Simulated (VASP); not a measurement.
# Mg7ZnO8 (P1) in VASP: single point with PBEsol

Aim: the single point of Mg7ZnO8 with PBEsol.

Everything below comes from runs of VASP 6.6.1. Logs are shortened: lines on timing, memory, paths and dates and some standing lists are left out, and cuts for length are marked.

**1. The cell of the first run**

The typed cell holds 96 atoms: a = 9.880 Å, b = 11.408 Å, c = 10.095 Å, α = 90.00°, β = 90.00°, γ = 90.00°.

**2. Single point, PBEsol**

INCAR

```
  ALGO = Normal
  EDIFF = 1E-7
  ENCUT = 520
  GGA = PS
  ISIF = 2
  ISMEAR = -1
  ISYM = 0
  LASPH = T
  LCHARG = F
  LREAL = Auto
  LWAVE = F
  NBANDS = 276
  NELM = 100
  PREC = Accurate
  SIGMA = 0.05
```

KPOINTS

```
Automatic mesh
0
Gamma
  1 1 1
  0.25 0.25 0.25
```

POSCAR

```
Mg7ZnO8
1.0
    9.8798920000      0.0000000000      0.0000000000
    0.0000000000     11.4083170000      0.0000000000
    0.0000000000      0.0000000000     10.0951730000
Zn Mg O
6 42 48
Direct
    0.1660850000      0.0823200000      0.2473430000
    0.1690090000      0.0808320000      0.7445680000
    0.6678820000      0.8334700000      0.2468180000
    0.9971110000      0.6659420000      0.9949910000
    0.6677990000      0.1667410000      0.9913860000
    0.3309600000      0.6650480000      0.4947170000
    0.9993900000      0.3343870000      0.2445190000
    0.9996560000      0.3295430000      0.7451770000
    0.5025430000      0.0841740000      0.2442530000
    0.5018760000      0.0825140000      0.7447800000
    0.3331570000      0.3319750000      0.2440360000
    0.3340640000      0.3325100000      0.7436010000
    0.1638230000      0.5855790000      0.2456630000
    0.1629710000      0.5820120000      0.7424110000
    0.0007510000      0.8337060000      0.2479450000
    0.9999040000      0.8366980000      0.7469320000
    0.8325480000      0.0837330000      0.2448030000
    0.8355370000      0.0841970000      0.7487150000
    0.6664790000      0.3318680000      0.2454510000
    0.6650740000      0.3334420000      0.7476810000
    0.4992530000      0.5858670000      0.2455310000
    0.5025880000      0.5851290000      0.7467210000
    0.3299330000      0.8345190000      0.2460910000
    0.3333960000      0.8329250000      0.7459830000
    0.8345470000      0.5816280000      0.2470040000
    0.8351430000      0.5802580000      0.7484900000
    0.6691420000      0.8309830000      0.7444400000
    0.0012760000      0.1665430000      0.4941410000
    0.9997850000      0.1636490000      0.9956120000
    0.3324430000      0.1666150000      0.4968240000
    0.3321340000      0.1654720000      0.9961540000
    0.1636340000      0.4152280000      0.4944810000
    0.1649830000      0.4154330000      0.9930410000
    0.9981190000      0.6673480000      0.4981950000
    0.6680590000      0.1655450000      0.4927460000
    0.5028530000      0.4172680000      0.4949200000
    0.4987850000      0.4143840000      0.9953940000
    0.3341560000      0.6664020000      0.9927330000
    0.1662560000      0.9150540000      0.4944570000
    0.1700240000      0.9149220000      0.9925040000
    0.8330170000      0.4162920000      0.4939060000
    0.8331670000      0.4158910000      0.9930970000
    0.6712500000      0.6673630000      0.4953580000
    0.6647820000      0.6680160000      0.9965320000
    0.5002180000      0.9152640000      0.4945270000
    0.4957040000      0.9128900000      0.9895990000
    0.8323610000      0.9176150000      0.4942030000
    0.8311360000      0.9168310000      0.9945280000
    0.9984780000      0.1661100000      0.1917290000
    0.0012390000      0.1668080000      0.6929260000
    0.3323570000      0.1652220000      0.1884750000
    0.3362300000      0.1673120000      0.6902390000
    0.1675810000      0.4177680000      0.1940140000
    0.1640370000      0.4216190000      0.6946800000
    0.0007040000      0.6627170000      0.1935180000
    0.0018600000      0.6683540000      0.6928250000
    0.6690920000      0.1648650000      0.1968120000
    0.6667820000      0.1637450000      0.6928490000
    0.4992080000      0.4152600000      0.1908100000
    0.5013400000      0.4156850000      0.6892080000
    0.3348980000      0.6655020000      0.1952570000
    0.3318630000      0.6673970000      0.6924960000
    0.1652090000      0.9145110000      0.1928420000
    0.1666520000      0.9172560000      0.6941720000
    0.8359240000      0.4175590000      0.1941030000
    0.8353290000      0.4187760000      0.6938930000
    0.6673360000      0.6646910000      0.1964650000
    0.6688450000      0.6681870000      0.6954290000
    0.4989900000      0.9162860000      0.1907020000
    0.5007590000      0.9136040000      0.6924120000
    0.8334490000      0.9160940000      0.1927760000
    0.8337620000      0.9187380000      0.6937540000
    0.1661310000      0.0839230000      0.4423810000
    0.1672380000      0.0847260000      0.9408960000
    0.0011030000      0.3307820000      0.4462110000
    0.0014510000      0.3357440000      0.9433990000
    0.4997720000      0.0859090000      0.4443020000
    0.4986490000      0.0809540000      0.9448970000
    0.3311410000      0.3323440000      0.4446140000
    0.3346910000      0.3322510000      0.9457730000
    0.1649190000      0.5835290000      0.4432420000
    0.1675190000      0.5833410000      0.9440320000
    0.0008660000      0.8330760000      0.4413030000
    0.9981920000      0.8343400000      0.9412640000
    0.8296730000      0.0825050000      0.4435510000
    0.8332070000      0.0833080000      0.9427440000
    0.6641450000      0.3346640000      0.4407080000
    0.6641140000      0.3348460000      0.9439420000
    0.4994010000      0.5860380000      0.4391840000
    0.5012240000      0.5848220000      0.9424080000
    0.3323580000      0.8322610000      0.4414550000
    0.3321060000      0.8370420000      0.9386160000
    0.8315300000      0.5830520000      0.4390780000
    0.8336670000      0.5836350000      0.9417200000
    0.6647000000      0.8323330000      0.4422840000
    0.6677980000      0.8355430000      0.9436440000
```

Potentials or basis: VASP PAW PBE potentials, release 64 (Zn, Mg, O).

The run is started by

```sh
$ cat potpaw_PBE.64/Zn/POTCAR potpaw_PBE.64/Mg/POTCAR potpaw_PBE.64/O/POTCAR > POTCAR
$ mpirun -np 1 vasp_std > vasp.out
```

OUTCAR:

```text
EDIFF = 1E-7
   ENCUT = 520
   GGA = PS
   ISIF = 2
   ISMEAR = -1
   ISYM = 0
   LASPH = T
   LREAL = Auto
   NELM = 100
   PREC = Accurate

 ion  position               nearest neighbor table
   1  0.166  0.082  0.247-  73 1.97  51 1.99  63 1.99  49 1.99  28 3.13  39 3.14  30 3.16  29 3.17
                            31 3.17  40 3.20  23 3.26  15 3.27  11 3.29  17 3.30   7 3.31   9 3.32
   2  0.169  0.081  0.745-  64 1.93  74 1.98  50 2.00  52 2.00  30 3.13  40 3.14  39 3.15  31 3.16
                            28 3.18  29 3.18  16 3.25  24 3.26  10 3.29   8 3.29  18 3.30  12 3.30
   3  0.668  0.833  0.247-  71 1.97  95 1.97  67 1.99  69 2.00  47 3.13  45 3.14  43 3.14  44 3.15
                            48 3.16  46 3.23  21 3.28  17 3.29  15 3.29   9 3.29  25 3.31  23 3.34
   4  0.997  0.666  0.995-  94 1.94  84 2.00  82 2.00  55 2.00  26 3.12  13 3.16  25 3.16  16 3.17
                            14 3.18  15 3.19  42 3.28  44 3.28  48 3.30  33 3.30  40 3.31  38 3.33
   5  0.668  0.167  0.991-  86 1.95  88 1.98  78 1.99  57 2.07  18 3.10  20 3.11  10 3.13   9 3.17
                            17 3.18  19 3.18  48 3.28  42 3.28  29 3.28  37 3.28  31 3.32
   6  0.331  0.665  0.495-  81 1.96  89 1.97  91 1.98  62 2.00  13 3.14  14 3.15  21 3.15  23 3.17
                            24 3.18  22 3.19  39 3.28  34 3.29  32 3.29  36 3.30  45 3.31
   7  0.999  0.334  0.245-  65 1.94  53 1.98  49 1.99  75 2.04  32 3.14  41 3.15  33 3.16  42 3.16
                            28 3.16  29 3.18  25 3.26  19 3.29  13 3.29  11 3.30  17 3.30   1 3.31
   8  1.000  0.330  0.745-  50 1.93  66 1.98  54 2.00  76 2.00  28 3.14  33 3.14  42 3.15  29 3.16
                            32 3.16  41 3.18  18 3.23  26 3.29   2 3.29  14 3.30  12 3.30  20 3.31
   9  0.503  0.084  0.244-  57 1.95  69 1.99  51 2.00  77 2.02  35 3.14  31 3.16   5 3.17  45 3.18
[... 125 lines left out ...]
  95  0.665  0.832  0.442-  45 1.95  43 1.96   3 1.97  47 1.99
  96  0.668  0.836  0.944-  48 1.93  46 1.97  44 1.98  27 2.01

IMPORTANT INFORMATION: All symmetrisations will be switched off!
NOSYMM: (Re-)initialisation of all symmetry stuff for point group C_1.

----------------------------------------------------------------------------------------

                                     Primitive cell

  volume of cell :    1137.8566

  direct lattice vectors                    reciprocal lattice vectors
     9.879892000  0.000000000  0.000000000     0.101215681  0.000000000  0.000000000
     0.000000000 11.408317000  0.000000000     0.000000000  0.087655348  0.000000000
     0.000000000  0.000000000 10.095173000     0.000000000  0.000000000  0.099057243

  length of vectors
     9.879892000 11.408317000 10.095173000     0.101215681  0.087655348  0.099057243

  position of ions in fractional coordinates (direct lattice)
     0.166085000  0.082320000  0.247343000
     0.169009000  0.080832000  0.744568000
     0.667882000  0.833470000  0.246818000
     0.997111000  0.665942000  0.994991000
     0.667799000  0.166741000  0.991386000
     0.330960000  0.665048000  0.494717000
[... 88 lines left out ...]
     0.664700000  0.832333000  0.442284000
     0.667798000  0.835543000  0.943644000

  ion indices of the primitive-cell ions
   primitive index   ion index
                 1           1
                 2           2
                 3           3
                 4           4
                 5           5
                 6           6
[... 88 lines left out ...]
                95          95
                96          96

----------------------------------------------------------------------------------------

 KPOINTS: Automatic mesh
[... 33 lines left out ...]
   dimension x,y,z NGXF=   160 NGYF=  180 NGZF=  160
   ions per type =               6  42  48
   NGX,Y,Z   is equivalent  to a cutoff of  13.46, 13.12, 13.17 a.u.
   NGXF,Y,Z  is equivalent  to a cutoff of  26.92, 26.23, 26.35 a.u.
 SYSTEM =  unknown system
   PREC   = accura    normal or accurate (medium, high low for compatibility)
   ISTART =      0    job   : 0-new  1-cont  2-samecut
   ICHARG =      2    charge: 1-file 2-atom 10-const
   ISPIN  =      1    spin polarized calculation?
   LNONCOLLINEAR =      F non collinear calculations
   LSORBIT =      F    spin-orbit coupling
   LASPH  =      T    aspherical Exc in radial PAW
   ENCUT  =  520.0 eV  38.22 Ry    6.18 a.u.  18.37 21.21 18.77*2*pi/ulx,y,z
   NELM   =    100;   NELMIN=  2; NELMDL= -5     # of ELM steps
   EDIFF  = 0.1E-06   stopping-criterion for ELM
   LREAL  =      T    real-space projection
   EDIFFG = 0.1E-05   stopping-criterion for IOM
   NSW    =      0    number of steps for IOM
   IBRION =     -1    ionic relax: 0-MD 1-quasi-New 2-CG
   NFREE  =      0    steps in history (QN), initial steepest desc. (CG)
   ISIF   =      2    stress and relaxation
   ISYM   =      0    0-nonsym 1-usesym 2-fastsym
   POTIM  = 0.5000    time-step for ionic-motion
   TEBEG  =    0.0;   TEEND  =   0.0 temperature during run
   PSTRESS=    0.0 pullay stress
   NELECT =     444.0000    total number of electrons
   NUPDOWN=      -1.0000    fix difference up-down
   EMIN   =  10.00;   EMAX   =-10.00  energy-range for DOS
   EFERMI =   0.00;   METHOD = LEGACY
   ISMEAR =    -1;   SIGMA  =   0.05  broadening in eV -4-tet -1-fermi 0-gaus
   EFERMI_NEDOS =   21; number of points for ismear=-14 and -15
   IALGO  =     38    algorithm
   IMIX   =      4    mixing-type and parameters
     AMIX     =   0.40;   BMIX     =  1.00
     AMIX_MAG =   1.60;   BMIX_MAG =  1.00
  volume/ion in A,a.u.               =      11.85        79.99
  Fermi-wavevector in a.u.,A,eV,Ry     =   1.196300  2.260679 19.471744  1.431133
  Thomas-Fermi vector in A             =   2.332243
   LORBIT       =      0    0 simple, 1 ext, 2 COOP (PROOUT), +10 PAW based schemes
   GGA     = PS    functional components
   LHFCALC =     F    Hartree Fock is set to
   AEXX    =    0.0000 exact exchange contribution
   IVDW    =     0    specifies the selected vdW correction
   LEPSILON=     F    determine dielectric tensor
   LRPA    =     F    only Hartree local field effects (RPA)
 non-spin polarized calculation
  energy-cutoff  :      520.00
  volume of cell :     1137.86
 maximum number of plane-waves:     30629
 NGX is ok and might be reduce to    80
   NGX = 37   NGY = 43   NGZ = 37

 number of electron     443.9999995 magnetization

 Free energy of the ion-electron system (eV)
  ---------------------------------------------------
  ext. energy  EPLUGINS =         0.00000000
  ---------------------------------------------------
  free energy    TOTEN  =      -573.29605690 eV

  energy without entropy =     -573.29605690  energy(sigma->0) =     -573.29605690

 E-fermi :   2.2574     XC(G=0): -10.1131

 val. band max:        1.0640665385   @ k =   0.2500   0.2500   0.2500
 cond. band min:       4.6364835561   @ k =   0.2500  -0.2500  -0.2500
 fundamental gap:      3.5724170176
 Fermi energy:         2.2573921408

 k-point     1 :       0.2500    0.2500    0.2500
  band No.  band energies     occupation
      1     -15.3998      2.00000
      2     -15.2693      2.00000
      3     -15.2119      2.00000
      4     -15.1745      2.00000
      5     -15.1075      2.00000
      6     -15.0697      2.00000
[... 937 lines left out ...]
    233       7.4298      0.00000
    234       7.5794      0.00000
 [bands above 234 left out]

------------------------ aborting loop because EDIFF is reached ----------------------------------------

  FORCE on cell =-STRESS in cart. coord.  units (eV):
  Direction    XX          YY          ZZ          XY          YZ          ZX
  --------------------------------------------------------------------------------------
  -------------------------------------------------------------------------------------
  Total        3.2641863     -2.0333206      0.0792407     -1.1585469      1.4406429      0.1986404
  in kB        4.5961900     -2.8630498      0.1115761     -1.6313106      2.0285203      0.2796989
  external PRESSURE =       0.6149054 kB  Pullay stress =       0.0000000 kB

 VOLUME and BASIS-vectors are now :
 -----------------------------------------------------------------------------
  energy-cutoff  :      520.00
  volume of cell :     1137.86
      direct lattice vectors                 reciprocal lattice vectors
     9.879892000  0.000000000  0.000000000     0.101215681  0.000000000  0.000000000
     0.000000000 11.408317000  0.000000000     0.000000000  0.087655348  0.000000000
     0.000000000  0.000000000 10.095173000     0.000000000  0.000000000  0.099057243

 POSITION                                       TOTAL-FORCE (eV/Angst)
 -----------------------------------------------------------------------------------
      1.64090      0.93913      2.49697         0.055845      0.058151     -0.230066
      1.66979      0.92216      7.51654         0.047083      0.414170      0.026316
      6.59860      9.50849      2.49167        -0.272571     -0.054954     -0.292450
      9.85135      7.59728     10.04461         0.389627      0.143653      0.101699
      6.59778      1.90223     10.00821        -0.348869     -0.135541      0.428564
      3.26985      7.58708      4.99425         0.208427      0.055216      0.005504
[... 88 lines left out ...]
      6.56716      9.49552      4.46493         0.390434      0.167726      0.449602
      6.59777      9.53214      9.52625        -0.332439     -0.413381     -0.418321
 -----------------------------------------------------------------------------------
    total drift:                                0.009724      0.008740     -0.009789

  FREE ENERGIE OF THE ION-ELECTRON SYSTEM (eV)
  ---------------------------------------------------
  free  energy   TOTEN  =      -573.2960568968 eV

  energy  without entropy=     -573.2960568966  energy(sigma->0) =     -573.29605690
```

It took 80 min on 1 thread of Intel Xeon Platinum 8488C (Sapphire Rapids), shared host; peak memory 1.6 GiB.

What came out:

```
Free energy            : -573.2961 eV
Pressure               : 0.1 GPa
Largest force          : 1.192 eV/Å
Band gap on the k mesh : 3.57 eV
```

Forces in eV/Å, atoms in the order of the input:
```
Zn   0.056  0.058 -0.230
Zn   0.047  0.414  0.026
Zn  -0.273 -0.055 -0.292
Zn   0.390  0.144  0.102
Zn  -0.349 -0.136  0.429
Zn   0.208  0.055  0.006
Mg   0.413 -0.174  0.124
Mg   0.257  0.625  0.090
Mg  -0.360 -0.348  0.009
Mg  -0.111 -0.235  0.111
Mg  -0.147  0.117  0.200
Mg  -0.269  0.314  0.152
Mg   0.748 -0.387 -0.040
Mg   0.365  0.670  0.446
Mg  -0.337 -0.364 -0.461
Mg  -0.081 -0.430 -0.120
Mg   0.198 -0.390  0.152
Mg  -0.255 -0.093 -0.428
Mg   0.024  0.288 -0.266
Mg   0.220 -0.279 -0.363
Mg  -0.030 -0.378 -0.011
Mg  -0.344 -0.179 -0.410
Mg   0.609 -0.401  0.014
Mg  -0.012  0.027 -0.541
Mg  -0.114  0.258 -0.393
Mg   0.164  0.752 -0.233
Mg  -0.067  0.540  0.260
Mg  -0.248 -0.368  0.135
Mg   0.236  0.488 -0.007
Mg   0.033 -0.006 -0.301
Mg   0.120  0.065 -0.252
Mg   0.494  0.318  0.189
Mg   0.390  0.336  0.415
Mg   0.137 -0.052 -0.197
Mg  -0.359  0.333  0.375
Mg  -0.715  0.220 -0.239
Mg  -0.138  0.445  0.218
Mg  -0.250  0.147  0.445
Mg   0.095  0.215  0.158
Mg  -0.716  0.423  0.285
Mg  -0.018 -0.012  0.132
Mg   0.174  0.142  0.436
Mg  -0.730 -0.078 -0.032
Mg   0.441  0.202  0.253
Mg  -0.191  0.148 -0.017
Mg   0.868  0.455  0.679
Mg   0.016 -0.167  0.101
Mg   0.041 -0.130  0.339
O    0.027  0.113  0.070
O   -0.077 -0.234 -0.147
O    0.163  0.003  0.502
O   -0.111 -0.127  0.333
O   -0.180 -0.132 -0.108
O    0.176 -1.139 -0.224
O   -0.352  0.738  0.087
O   -0.525  0.120 -0.080
O   -0.184  0.379 -0.355
O    0.263  0.516 -0.099
O    0.184  0.143  0.220
O   -0.031  0.280  0.473
O   -0.437  0.435 -0.695
O    0.160 -0.201  0.421
O    0.007  0.194 -0.328
O    0.078 -0.288 -0.347
O   -0.426 -0.325 -0.252
O   -0.315 -0.648 -0.128
O    0.122  0.095 -0.461
O    0.157 -0.515 -0.334
O   -0.130  0.002 -0.024
O    0.036  0.208  0.047
O    0.232  0.158 -0.031
O   -0.007 -0.120 -0.202
O    0.058 -0.301  0.204
O   -0.138 -0.372  0.162
O   -0.437  0.242 -0.398
O   -0.453 -0.715 -0.165
O   -0.049 -0.430 -0.241
O    0.096  0.198 -0.320
O    0.226  0.145 -0.151
O   -0.263 -0.007 -0.542
O   -0.372 -0.164 -0.022
O   -0.046  0.023 -0.303
O   -0.276  0.048  0.299
O    0.207  0.115  0.222
O    0.673  0.115 -0.234
O    0.163 -0.001  0.084
O    0.523 -0.269  0.132
O    0.357 -0.114 -0.171
O    0.383 -0.299  0.538
O   -0.056 -0.283 -0.011
O   -0.029  0.319  0.135
O   -0.018 -0.862  0.175
O    0.421 -0.120  0.583
O   -0.488 -0.216  0.211
O    0.390  0.168  0.450
O   -0.332 -0.413 -0.418
```

Stress tensor (GPa, compression positive):
```
 0.46 -0.16  0.03
-0.16 -0.29  0.20
 0.03  0.20  0.01
```

Caveat: the PAW data sets were made with another functional, which shifts forces and pressure a little; a shifted mesh leaves out Γ, where band edges can lie. A k mesh can miss the band edges.
